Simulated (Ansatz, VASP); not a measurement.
**Mg6O5 in VASP and in Ansatz**

The input INCAR:

```
SYSTEM = Mg6O5
  PREC = Accurate
  ENCUT = 520
  EDIFF = 1E-6
  ISMEAR = 0
  SIGMA = 0.05
  LREAL = .FALSE.
  LASPH = .TRUE.
  NELM = 80
  ALGO = Normal
  ISIF = 2
  LWAVE = .FALSE.
  LCHARG = .FALSE.
  GGA = PS
  NBANDS = 32
```

KPOINTS

```
regular mesh
0
G
  4 4 4
  0 0 0
```

The input POSCAR:

```
Mg6O5
1.0
    5.5908553621      0.0000000000      0.0000000000
    0.0000000000      5.5908553621      0.0000000000
    0.0000000000      0.0000000000      5.5908553621
Mg O
6 5
Direct
    0.2500000000      0.0000000000      0.5000000000
    0.0000000000      0.5000000000      0.2500000000
    0.5000000000      0.7500000000      0.0000000000
    0.7500000000      0.0000000000      0.5000000000
    0.0000000000      0.5000000000      0.7500000000
    0.5000000000      0.2500000000      0.0000000000
    0.5000000000      0.0000000000      0.2500000000
    0.0000000000      0.7500000000      0.5000000000
    0.9000000000      0.5178863508      0.0000000000
    0.5000000000      0.0000000000      0.7500000000
    0.0000000000      0.2500000000      0.5000000000
```

Input for Ansatz:

```yaml
crystal:
  lattice:
    - [5.5908553621, 0.0, 0.0]
    - [0.0, 5.5908553621, 0.0]
    - [0.0, 0.0, 5.5908553621]
  atoms:
    - { symbol: Mg, position: [0.25, 0.0, 0.5] }
    - { symbol: Mg, position: [0.0, 0.5, 0.25] }
    - { symbol: Mg, position: [0.5, 0.75, 0.0] }
    - { symbol: Mg, position: [0.75, 0.0, 0.5] }
    - { symbol: Mg, position: [0.0, 0.5, 0.75] }
    - { symbol: Mg, position: [0.5, 0.25, 0.0] }
    - { symbol: O, position: [0.5, 0.0, 0.25] }
    - { symbol: O, position: [0.0, 0.75, 0.5] }
    - { symbol: O, position: [0.9, 0.5178863508, 0.0] }
    - { symbol: O, position: [0.5, 0.0, 0.75] }
    - { symbol: O, position: [0.0, 0.25, 0.5] }
basis:
  ecutwfc: 420
kpoints:
  mp_grid: { grid: [4, 4, 4] }
hamiltonian:
  xc: pbesol
  pseudopotentials: { kind: paw, azcp: { folder: soft_1 } }
scf:
  occupations: { method: gaussian, width: 0.05 }
output:
  forces: true
  stress: true
  eigenvalues: true
  write_density: true
  write_potential: true
  elf: true
  volumetric_format: npy
```

Change from the starting cell: O vacancy, atom 9 moved a little way towards it, host rigid.

Alike in both runs: task single point; functional PBEsol; k mesh 4 × 4 × 4; occupations gaussian, width 0.05 eV; no spin polarisation.

|  | VASP | Ansatz |
| --- | --- | --- |
| version | VASP 6.6.1 | Ansatz 0.2.0 |
| potentials or method | VASP PAW PBE potentials, release 64 (Mg, O), cutoff 520 eV | scalar-relativistic, plane waves, PAW |
| valence electrons in the cell | 42 | 90 |

Ansatz gave:

* gap on the k mesh at the Fermi level (eV): 0.38
* least direct gap on the mesh (eV): 1.65
* pressure (GPa): 12.2
* traceless stress, the component that is largest in VASP (GPa): 19.57
* rms of the force components (eV/Å): 3.828

Problem. Which values does VASP return?

Solution. gap on the k mesh at the Fermi level (eV): 0.39; least direct gap on the mesh (eV): 1.66; pressure (GPa): 12.9; traceless stress, the component that is largest in VASP (GPa): 20.88; rms of the force components (eV/Å): 4.067.

VASP's potentials were made for PBE, not for PBEsol, and Ansatz warns of the same on its side. Atom by atom the forces differ by 0.239 eV/Å (rms over components). VASP's potentials hold 42 valence electrons a cell and Ansatz's 90, so a difference there can come from the potentials and not from the codes.
